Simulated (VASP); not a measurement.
**CdS (Hawleyite): single point with r2SCAN**

The system is CdS (Hawleyite).

```
Cd S
1.0
     0.00000    2.88290    2.88290
     2.88290    0.00000    2.88290
     2.88290    2.88290    0.00000
Cd S
1 1
Direct
  0.00000 0.00000 0.00000
  0.75000 0.75000 0.75000
```

```json
{
 "Program": "VASP 6.6.1",
 "Task": "single point",
 "Functional": "r2SCAN",
 "Potentials or basis": "VASP PAW PBE potentials, release 64 (Cd, S)",
 "Cutoff": "520 eV",
 "k mesh": "6 × 6 × 6",
 "Occupations": "gaussian, width 0.01 eV",
 "Spin": "no spin polarisation"
}
```

```yaml
Pressure: 4.4 GPa
Band_gap_on_the_k_mesh: 1.67 eV, direct
```

Levels at points of the mesh, in eV from the valence-band top:
| k point | band 7 | band 8 | band 9 | band 10 | band 11 | band 12 |
| --- | --- | --- | --- | --- | --- | --- |
| (0.00, 0.00, 0.00) | 0.00 | 0.00 | 0.00 | 1.67 | 7.06 | 7.06 |
| (0.50, 0.00, 0.00) | -4.70 | -0.82 | -0.82 | 3.53 | 7.47 | 7.47 |
| (0.50, 0.50, 0.00) | -4.14 | -2.06 | -2.06 | 3.78 | 4.79 | 9.98 |

It took 47 s on 1 thread of Intel(R) Xeon(R) Platinum 8488C (Sapphire Rapids), on a shared host, peak memory 0.17 GiB.

Caveat: the PAW data sets were made with another functional, which shifts forces and pressure a little. r2SCAN opens gaps a little over a GGA but as a rule still falls short of measured ones.
